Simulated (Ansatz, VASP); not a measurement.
## Two plane-wave programs on KF

```
K F
1.0
     0.00000    2.65661    2.65661
     2.65661    0.00000    2.65661
     2.65661    2.65661    0.00000
K F
1 1
Direct
  0.00000 0.00000 0.00000
  0.50000 0.50000 0.50000
```

Alike in both runs: task single point; functional PBE; dispersion D4; k mesh 8 × 8 × 8; occupations gaussian, width 0.05 eV; no spin polarisation.

|  | VASP | Ansatz |
| --- | --- | --- |
| version | VASP 6.6.1 | Ansatz 0.2.0 |
| potentials or method | VASP PAW PBE potentials, release 64 (K_sv, F), cutoff 520 eV | scalar-relativistic, plane waves, PAW |
| valence electrons in the cell | 16 | 16 |

|  | VASP | Ansatz | Ansatz less VASP |
| --- | --- | --- | --- |
| gap on the k mesh at the Fermi level (eV) | 6.26 | 6.27 | +0.017 |
| least direct gap on the mesh (eV) | 6.26 | 6.27 | +0.017 |
| pressure (GPa) | 1.4 | 1.4 | -0.06 |
